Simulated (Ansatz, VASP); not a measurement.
**One calculation of HfSi2O6, two programs**

```
Hf Si O
1.0
     4.95536   -2.50794    0.00000
     4.95536    2.50794    0.00000
    -0.17645    0.00000    5.88222
Hf Si O
1 2 6
Direct
  0.45879 0.54121 0.00000
  0.51940 0.98656 0.65518
  0.01344 0.48060 0.34482
  0.79160 0.42957 0.20228
  0.30484 0.15509 0.43188
  0.57043 0.20840 0.79772
  0.12594 0.62858 0.18263
  0.84491 0.69516 0.56812
  0.37142 0.87406 0.81737
```

Alike in both runs: functional PBE; k mesh 6 × 6 × 4; occupations gaussian, width 0.02 eV; no spin polarisation.

Ansatz relaxed the structure, and its values are those at the end. VASP's run is a single point on that final structure, the one shown.

```csv
,VASP,Ansatz
version,VASP 6.6.1,Ansatz 0.2.0
potentials or method,"VASP PAW PBE potentials, release 64 (Hf_pv, Si, O), cutoff 520 eV","scalar-relativistic, plane waves, PAW"
valence electrons in the cell,54,70
```

VASP gave:

- gap on the k mesh at the Fermi level (eV): 5.03
- least direct gap on the mesh (eV): 5.29
- pressure (GPa): -0.4
- rms of the force components (eV/Å): 0.072

Problem. Estimate Ansatz's values.

Solution. gap on the k mesh at the Fermi level (eV): 5.03; least direct gap on the mesh (eV): 5.29; pressure (GPa): 0.0; rms of the force components (eV/Å): 0.004.

With one functional, cell and mesh, what is left measures potentials, basis and numerics. VASP's potentials hold 54 valence electrons a cell and Ansatz's 70, so a difference there can come from the potentials and not from the codes.

Neither program's run includes spin-orbit coupling.
